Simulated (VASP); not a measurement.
# Mn (P6_3/mmc) in VASP: further runs

The runs below take Mn through single point, with r2SCAN.

All numbers are computed with VASP 6.6.1; they aren't measurements. Logs are shortened: lines on timing, memory, paths and dates and some standing lists are left out, and cuts for length are marked.

### 1 The cell of the first run

It takes space group P6_3/mmc (No. 194, hexagonal). The conventional cell has a = 2.826 Å, b = 2.826 Å, c = 8.525 Å, α = 90.00°, β = 90.00°, γ = 120.00°. Mn (site symmetry -3m) has 12 Mn at 2.68 to 2.83 Å within 3.5 Å. Mn (site symmetry -6m2) has 12 Mn at 2.68 to 2.83 Å within 3.5 Å.

This isn't the form of Mn at room conditions, which is a 58-atom cubic cell.

### 2 Single point, r2SCAN, collinear spin, antiferromagnetic start

File POSCAR:

```
Mn
1.0
    2.8263159570      0.0000000000      0.0000000000
   -1.4131579785      2.4476614179      0.0000000000
    0.0000000000      0.0000000000      8.5251368909
Mn
4
Direct
    0.0000000000      1.0000000000      1.0000000000
    0.0000000000      1.0000000000      0.5000000000
    0.3333333333      0.6666666667      0.2500000000
    0.6666666667      0.3333333333      0.7500000000
```

File INCAR.step1:

```
PREC = Accurate ; ENCUT = 520
ISMEAR = -1 ; SIGMA = 0.05
LREAL = False ; LASPH = True
NELM = 150 ; ISPIN = 2
MAGMOM = 3 3 -3 -3 ; LMAXMIX = 4
NBANDS = 38 ; GGA = PE
ALGO = Normal ; EDIFF = 1E-4
LWAVE = True ; LCHARG = False
```

File INCAR.step2:

```
PREC = Accurate ; ENCUT = 520
EDIFF = 1E-6 ; ISMEAR = -1
SIGMA = 0.05 ; LREAL = False
LASPH = True ; NELM = 150
ALGO = Normal ; ISIF = 2
LWAVE = False ; LCHARG = True
ISPIN = 2 ; MAGMOM = 3 3 -3 -3
LORBIT = 11 ; LMAXMIX = 4
METAGGA = R2SCAN ; LMIXTAU = True
LELF = True ; LVHAR = True
NBANDS = 38 ; ISTART = 1
```

File KPOINTS:

```
Automatic mesh
0
Gamma
  14 14 4
```

Potentials or basis: VASP PAW PBE potentials, release 64 (Mn_pv).

Started as:

```sh
> cat potpaw_PBE.64/Mn_pv/POTCAR > POTCAR
> cp INCAR.step1 INCAR
> mpirun -np 1 vasp_std > vasp.out
> cp INCAR.step2 INCAR
> mpirun -np 1 vasp_std > vasp.out
```

OUTCAR:

```text
PREC = Accurate
   ENCUT = 520
   EDIFF = 1E-6
   ISMEAR = -1
   LREAL = False
   LASPH = True
   NELM = 150
   ISIF = 2
   ISPIN = 2
   LORBIT = 11
   METAGGA = R2SCAN
   ISTART = 1

 ion  position               nearest neighbor table
   1  0.000  0.000  0.000-   3 2.68   4 2.68   4 2.68   3 2.68   4 2.68   3 2.68
   2  0.000  0.000  0.500-   3 2.68   4 2.68   4 2.68   3 2.68   4 2.68   3 2.68
   3  0.333  0.667  0.250-   1 2.68   2 2.68   1 2.68   2 2.68   1 2.68   2 2.68
   4  0.667  0.333  0.750-   1 2.68   2 2.68   1 2.68   2 2.68   1 2.68   2 2.68

  LATTYP: Found a hexagonal cell.
 ALAT       =     2.8263159570
 C/A-ratio  =     3.0163424828

  Lattice vectors:

 A1 = (   2.8263159570,   0.0000000000,   0.0000000000)
 A2 = (  -1.4131579785,   2.4476614179,   0.0000000000)
 A3 = (   0.0000000000,   0.0000000000,   8.5251368909)

Analysis of symmetry for initial positions (statically):
=====================================================================
 Subroutine PRICEL returns:
 Original cell was already a primitive cell.

 Routine SETGRP: Setting up the symmetry group for a
 hexagonal supercell.

 Subroutine GETGRP returns: Found 24 space group operations
 (whereof 12 operations were pure point group operations)
 out of a pool of 24 trial point group operations.

The static configuration has the point symmetry D_3d.
 The point group associated with its full space group is D_6h.

Analysis of symmetry for dynamics (positions and initial velocities):
=====================================================================
 Subroutine PRICEL returns:
 Original cell was already a primitive cell.

 Routine SETGRP: Setting up the symmetry group for a
 hexagonal supercell.

 Subroutine GETGRP returns: Found 24 space group operations
 (whereof 12 operations were pure point group operations)
 out of a pool of 24 trial point group operations.

The dynamic configuration has the point symmetry D_3d.
 The point group associated with its full space group is D_6h.

Analysis of structural, dynamic, and magnetic symmetry:
=====================================================================
 Subroutine PRICEL returns:
 Original cell was already a primitive cell.

 Routine SETGRP: Setting up the symmetry group for a
 hexagonal supercell.

 Subroutine GETGRP returns: Found 24 space group operations
 (whereof 12 operations were pure point group operations)
 out of a pool of 24 trial point group operations.

The overall configuration has the point symmetry D_3d.
 The point group associated with its full space group is D_6h.

 Subroutine INISYM returns: Found 24 space group operations
 (whereof 12 operations are pure point group operations),
 and found     1 'primitive' translations

----------------------------------------------------------------------------------------

                                     Primitive cell

  volume of cell :      58.9757

  direct lattice vectors                    reciprocal lattice vectors
     2.826315957  0.000000000  0.000000000     0.353817484  0.204276619  0.000000000
    -1.413157978  2.447661418  0.000000000     0.000000000  0.408553239  0.000000000
     0.000000000  0.000000000  8.525136891     0.000000000  0.000000000  0.117300169

  length of vectors
     2.826315957  2.826315957  8.525136891     0.408553239  0.408553239  0.117300169

  position of ions in fractional coordinates (direct lattice)
     0.000000000  0.000000000  0.000000000
     0.000000000  0.000000000  0.500000000
     0.333333333  0.666666667  0.250000000
     0.666666667  0.333333333  0.750000000

  ion indices of the primitive-cell ions
   primitive index   ion index
                 1           1
                 2           2
                 3           3
                 4           4

----------------------------------------------------------------------------------------

 KPOINTS: Automatic mesh

Automatic generation of k-mesh.
 Grid dimensions read from file:
 generate k-points for:   14   14    4

 Generating k-lattice:

  Cartesian coordinates                     Fractional coordinates (reciprocal lattice)
     0.025272677  0.014591187  0.000000000     0.071428571  0.000000000  0.000000000
     0.000000000  0.029182374  0.000000000     0.000000000  0.071428571  0.000000000
     0.000000000  0.000000000  0.029325042     0.000000000  0.000000000  0.250000000

  Length of vectors
     0.029182374  0.029182374  0.029325042

  Shift w.r.t. Gamma in fractional coordinates (k-lattice)
     0.000000000  0.000000000  0.000000000

 Subroutine IBZKPT returns following result:
 ===========================================

 Found     72 irreducible k-points:

 Following reciprocal coordinates:
            Coordinates               Weight
  0.000000  0.000000  0.000000      1.000000
  0.071429 -0.000000  0.000000      6.000000
  0.142857  0.000000  0.000000      6.000000
  0.214286  0.000000  0.000000      6.000000
  0.285714  0.000000  0.000000      6.000000
  0.357143  0.000000  0.000000      6.000000
[... 16 lines left out ...]
  0.285714  0.285714  0.000000      6.000000
  0.357143  0.285714  0.000000      6.000000
 [... further k-points ...]
   k-points           NKPTS =     72   k-points in BZ     NKDIM =     72   number of bands    NBANDS=     38
   number of dos      NEDOS =    301   number of ions     NIONS =      4
   total plane-waves  NPLWV =  36864
   dimension x,y,z NGX =    24 NGY =   24 NGZ =   64
   dimension x,y,z NGXF=    48 NGYF=   48 NGZF=  128
   ions per type =               4
   NGX,Y,Z   is equivalent  to a cutoff of  14.12, 14.12, 12.48 a.u.
   NGXF,Y,Z  is equivalent  to a cutoff of  28.23, 28.23, 24.96 a.u.
 SYSTEM =  unknown system
   PREC   = accura    normal or accurate (medium, high low for compatibility)
   ISTART =      1    job   : 0-new  1-cont  2-samecut
   ICHARG =      0    charge: 1-file 2-atom 10-const
   ISPIN  =      2    spin polarized calculation?
   LNONCOLLINEAR =      F non collinear calculations
   LSORBIT =      F    spin-orbit coupling
   LASPH  =      T    aspherical Exc in radial PAW
   ENCUT  =  520.0 eV  38.22 Ry    6.18 a.u.   5.26  5.26 15.85*2*pi/ulx,y,z
   NELM   =    150;   NELMIN=  2; NELMDL=  0     # of ELM steps
   EDIFF  = 0.1E-05   stopping-criterion for ELM
   LREAL  =      F    real-space projection
[... 7 lines left out ...]
   TEBEG  =    0.0;   TEEND  =   0.0 temperature during run
   PSTRESS=    0.0 pullay stress
   NELECT =      52.0000    total number of electrons
   NUPDOWN=      -1.0000    fix difference up-down
   EMIN   =  10.00;   EMAX   =-10.00  energy-range for DOS
   EFERMI =   0.00;   METHOD = LEGACY
   ISMEAR =    -1;   SIGMA  =   0.05  broadening in eV -4-tet -1-fermi 0-gaus
   EFERMI_NEDOS =   21; number of points for ismear=-14 and -15
   IALGO  =     38    algorithm
   IMIX   =      4    mixing-type and parameters
     AMIX     =   0.40;   BMIX     =  1.00
     AMIX_MAG =   1.60;   BMIX_MAG =  1.00
  volume/ion in A,a.u.               =      14.74        99.50
  Fermi-wavevector in a.u.,A,eV,Ry     =   1.569826  2.966541 33.529561  2.464353
  Thomas-Fermi vector in A             =   2.671650
   LORBIT       =     11    0 simple, 1 ext, 2 COOP (PROOUT), +10 PAW based schemes
   METAGGA = R2SCAN    functional components
   LHFCALC =     F    Hartree Fock is set to
   AEXX    =    0.0000 exact exchange contribution
   IVDW    =     0    specifies the selected vdW correction
   LEPSILON=     F    determine dielectric tensor
   LRPA    =     F    only Hartree local field effects (RPA)
 spin polarized calculation
  energy-cutoff  :      520.00
  volume of cell :       58.98
 maximum number of plane-waves:      1608
 NGX is ok and might be reduce to    24
   NGX = 11   NGY = 11   NGZ = 31

 number of electron      51.9999982 magnetization       0.0349535

 number of electron      51.9999982 magnetization      -0.0396403

 Free energy of the ion-electron system (eV)
  ---------------------------------------------------
  ext. energy  EPLUGINS =         0.00000000
  ---------------------------------------------------
  free energy    TOTEN  =       -58.77744440 eV

  energy without entropy =      -58.76247317  energy(sigma->0) =      -58.76995879

 E-fermi :   7.8575     XC(G=0): -13.1615

 val. band max:        7.8537061760   @ k =   0.0714   0.0714   0.0000
 cond. band min:       7.8623691364   @ k =   0.1429   0.0000   0.0000
 fundamental gap:      0.0086629604
 Fermi energy:         7.8575340421

 spin component 1

 k-point     1 :       0.0000    0.0000    0.0000
  band No.  band energies     occupation
      1     -44.7261      1.00000
      2     -44.7219      1.00000
      3     -44.5760      1.00000
      4     -44.5759      1.00000
      5     -44.5758      1.00000
      6     -44.5757      1.00000
[... 30 lines left out ...]
     37      14.8585      0.00000
     38      21.4969      0.00000

 k-point     2 :       0.0714   -0.0000    0.0000
  band No.  band energies     occupation
      1     -44.7249      1.00000
      2     -44.7210      1.00000
      3     -44.5833      1.00000
      4     -44.5832      1.00000
      5     -44.5777      1.00000
      6     -44.5775      1.00000
[... 30 lines left out ...]
     37      14.8615      0.00000
     38      21.5970      0.00000
[... 859 lines left out ...]
     37      13.4034      0.00000
     38      14.2881      0.00000

 k-point    24 :       0.3571    0.2857    0.0000
  band No.  band energies     occupation
      1     -44.7020      1.00000
      2     -44.6996      1.00000
      3     -44.6901      1.00000
      4     -44.6894      1.00000
      5     -44.6677      1.00000
      6     -44.6672      1.00000
[... 30 lines left out ...]
     37      13.4253      0.00000
     38      13.4440      0.00000

 [... further k-points ...]

 spin component 2

 k-point     1 :       0.0000    0.0000    0.0000
  band No.  band energies     occupation
      1     -44.7212      1.00000
      2     -44.7168      1.00000
      3     -44.6367      1.00000
      4     -44.6367      1.00000
      5     -44.6366      1.00000
      6     -44.6366      1.00000
[... 30 lines left out ...]
     37      14.7688      0.00000
     38      21.4736      0.00000

 k-point     2 :       0.0714   -0.0000    0.0000
  band No.  band energies     occupation
      1     -44.7200      1.00000
      2     -44.7159      1.00000
      3     -44.6441      1.00000
      4     -44.6440      1.00000
      5     -44.6385      1.00000
      6     -44.6384      1.00000
[... 30 lines left out ...]
     37      14.7730      0.00000
     38      21.5689      0.00000
[... 859 lines left out ...]
     37      13.2770      0.00000
     38      15.0726      0.00000

 k-point    24 :       0.3571    0.2857    0.0000
  band No.  band energies     occupation
      1     -44.7513      1.00000
      2     -44.7502      1.00000
      3     -44.7287      1.00000
      4     -44.7281      1.00000
      5     -44.6959      1.00000
      6     -44.6955      1.00000
[... 30 lines left out ...]
     37      13.4376      0.00000
     38      14.3388      0.00000

 [... further k-points ...]

------------------------ aborting loop because EDIFF is reached ----------------------------------------

  FORCE on cell =-STRESS in cart. coord.  units (eV):
  Direction    XX          YY          ZZ          XY          YZ          ZX
  --------------------------------------------------------------------------------------
  -------------------------------------------------------------------------------------
  Total        0.0883450      0.0883450      0.2480753     -0.0000000      0.0000000     -0.0000000
  in kB        2.4000437      2.4000437      6.7393922     -0.0000000      0.0000000     -0.0000000
  external PRESSURE =       3.8464932 kB  Pullay stress =       0.0000000 kB

 VOLUME and BASIS-vectors are now :
 -----------------------------------------------------------------------------
  energy-cutoff  :      520.00
  volume of cell :       58.98
      direct lattice vectors                 reciprocal lattice vectors
     2.826315957  0.000000000  0.000000000     0.353817484  0.204276619  0.000000000
    -1.413157978  2.447661418  0.000000000     0.000000000  0.408553239  0.000000000
     0.000000000  0.000000000  8.525136891     0.000000000  0.000000000  0.117300169

 POSITION                                       TOTAL-FORCE (eV/Angst)
 -----------------------------------------------------------------------------------
      0.00000      0.00000      0.00000         0.000000      0.000000     -0.000000
      0.00000      0.00000      4.26257         0.000000      0.000000     -0.000000
     -0.00000      1.63177      2.13128         0.000000     -0.000000      0.000000
      1.41316      0.81589      6.39385        -0.000000      0.000000      0.000000
 -----------------------------------------------------------------------------------
    total drift:                               -0.000000      0.000000     -0.000000

  FREE ENERGIE OF THE ION-ELECTRON SYSTEM (eV)
  ---------------------------------------------------
  free  energy   TOTEN  =       -58.7774444041 eV

  energy  without entropy=      -58.7624731680  energy(sigma->0) =      -58.76995879

 total charge

# of ion       s       p       d       tot
------------------------------------------
    1        0.374   6.287   4.897  11.558
    2        0.374   6.287   4.897  11.558
    3        0.378   6.286   4.896  11.561
    4        0.378   6.286   4.896  11.561
--------------------------------------------------
tot          1.505  25.147  19.586  46.238

 magnetization (x)

# of ion       s       p       d       tot
------------------------------------------
    1        0.024   0.055   3.605   3.685
    2        0.024   0.055   3.605   3.685
    3       -0.029  -0.060  -3.606  -3.695
    4       -0.029  -0.060  -3.606  -3.695
--------------------------------------------------
tot         -0.010  -0.008  -0.003  -0.021
```

Run time: 32 min. Hardware: 1 thread of Oxide Virtual Turin-like, shared host; peak memory 0.33 GiB.

What came out:

```
Free energy                                           : -58.7774 eV
Pressure                                              : 0.4 GPa
Band gap on the k mesh                                : zero (filled and empty bands overlap)
Net moment                                            : -0.04 μB per cell
Site moments                                          : Mn +3.69, -3.69 (each value once) μB
Valence electrons inside the program's atomic spheres : Mn 11.56
```

Stress tensor (GPa, compression positive):
```
0.24 0.00 0.00
0.00 0.24 0.00
0.00 0.00 0.67
```

Levels at points of the mesh, in eV from the Fermi level:
Spin up:
```tsv
k point	band 23	band 24	band 25	band 26	band 27	band 28	band 29	band 30
(0.00, 0.00, 0.00)	-2.61	-2.58	-2.58	-0.37	-0.17	0.59	1.28	1.28
(0.50, 0.00, 0.00)	-1.84	-1.71	-1.18	-0.34	0.14	0.90	0.91	1.05
(0.00, 0.00, 0.50)	-2.60	-2.60	-2.52	-2.52	0.56	0.56	1.38	1.38
(0.50, 0.00, 0.50)	-1.82	-1.82	-1.00	-1.00	0.40	0.40	1.03	1.03
```
Spin down:
| k point | band 24 | band 25 | band 26 | band 27 | band 28 | band 29 |
| --- | --- | --- | --- | --- | --- | --- |
| (0.00, 0.00, 0.00) | -2.52 | -2.52 | -0.33 | -0.25 | 0.61 | 1.20 |
| (0.50, 0.00, 0.00) | -1.67 | -0.87 | -0.33 | 0.12 | 0.37 | 0.73 |
| (0.00, 0.00, 0.50) | -2.62 | -2.54 | -2.54 | 0.55 | 0.55 | 1.35 |
| (0.50, 0.00, 0.50) | -1.92 | -0.82 | -0.82 | 0.35 | 0.35 | 1.03 |

Caveat: the PAW data sets were made with another functional, which shifts forces and pressure a little.

### 3 Single point, r2SCAN, collinear spin, antiferromagnetic start (15.92 Å³/atom)

This run uses another cell than the first one, of 15.92 Å³/atom.

File POSCAR:

```
Mn
1.0
    2.8997593825      0.0000000000      0.0000000000
   -1.4498796912      2.5112652902      0.0000000000
    0.0000000000      0.0000000000      8.7466674153
Mn
4
Direct
    0.0000000000      1.0000000000      1.0000000000
    0.0000000000      1.0000000000      0.5000000000
    0.3333333333      0.6666666667      0.2500000000
    0.6666666667      0.3333333333      0.7500000000
```

File INCAR.step1:

```
SYSTEM = Mn
  PREC = Accurate
  ENCUT = 520
  ISMEAR = -1
  SIGMA = 0.05
  LREAL = .FALSE.
  LASPH = .TRUE.
  NELM = 150
  ISPIN = 2
  MAGMOM = 3.68 3.68 -3.689 -3.689
  LMAXMIX = 4
  NBANDS = 38
  GGA = PE
  ALGO = Normal
  EDIFF = 1E-4
  LWAVE = .TRUE.
  LCHARG = .FALSE.
```

File INCAR.step2:

```
SYSTEM = Mn
  PREC = Accurate
  ENCUT = 520
  EDIFF = 1E-6
  ISMEAR = -1
  SIGMA = 0.05
  LREAL = .FALSE.
  LASPH = .TRUE.
  NELM = 150
  ALGO = Normal
  ISIF = 2
  LWAVE = .FALSE.
  LCHARG = .FALSE.
  ISPIN = 2
  MAGMOM = 3.68 3.68 -3.689 -3.689
  LORBIT = 11
  LMAXMIX = 4
  METAGGA = R2SCAN
  LMIXTAU = .TRUE.
  NBANDS = 38
  ISTART = 1
```

File KPOINTS:

```
regular mesh
0
G
  14 14 4
  0 0 0
```

Potentials or basis: VASP PAW PBE potentials, release 64 (Mn_pv).

Started as:

```sh
> cat potpaw_PBE.64/Mn_pv/POTCAR > POTCAR
> cp INCAR.step1 INCAR
> mpirun -np 1 vasp_std > vasp.out
> cp INCAR.step2 INCAR
> mpirun -np 1 vasp_std > vasp.out
```

Wall time 18 min (1 thread of Oxide Virtual Turin-like, shared host); peak memory 0.36 GiB.

Results (log left out):

* Free energy: -58.7118 eV
* Pressure: -4.5 GPa
* Net moment: -0.06 μB per cell
* Site moments: Mn +3.82, -3.85 (each value once) μB
* Valence electrons inside the program's atomic spheres: Mn 11.48

Stress tensor (GPa, compression positive):
```
-4.79  0.00  0.00
 0.00 -4.79  0.00
 0.00  0.00 -3.85
```

Levels at points of the mesh, in eV from the Fermi level:
Spin up:
| k point | band 23 | band 24 | band 25 | band 26 | band 27 | band 28 | band 29 | band 30 |
| --- | --- | --- | --- | --- | --- | --- | --- | --- |
| (0.00, 0.00, 0.00) | -2.70 | -2.68 | -2.68 | -0.44 | -0.08 | 0.78 | 1.38 | 1.38 |
| (0.50, 0.00, 0.00) | -2.04 | -1.52 | -1.14 | -0.36 | 0.04 | 0.86 | 0.87 | 1.00 |
| (0.00, 0.00, 0.50) | -2.70 | -2.70 | -2.55 | -2.55 | 0.70 | 0.70 | 1.47 | 1.47 |
| (0.50, 0.00, 0.50) | -1.72 | -1.72 | -0.90 | -0.90 | 0.27 | 0.27 | 1.04 | 1.04 |
Spin down:
```
           k point  band 23  band 24  band 25  band 26  band 27  band 28  band 29  band 30
(0.00, 0.00, 0.00)    -2.81    -2.67    -2.67    -0.40    -0.15     0.82     1.32     1.32
(0.50, 0.00, 0.00)    -2.16    -1.43    -0.93    -0.42     0.25     0.31     0.80     1.09
(0.00, 0.00, 0.50)    -2.75    -2.75    -2.57    -2.57     0.71     0.71     1.44     1.44
(0.50, 0.00, 0.50)    -1.90    -1.90    -0.77    -0.77     0.42     0.42     0.83     0.83
```

Caveat: the cell stands under tension; the PAW data sets were made with another functional, which shifts forces and pressure a little.
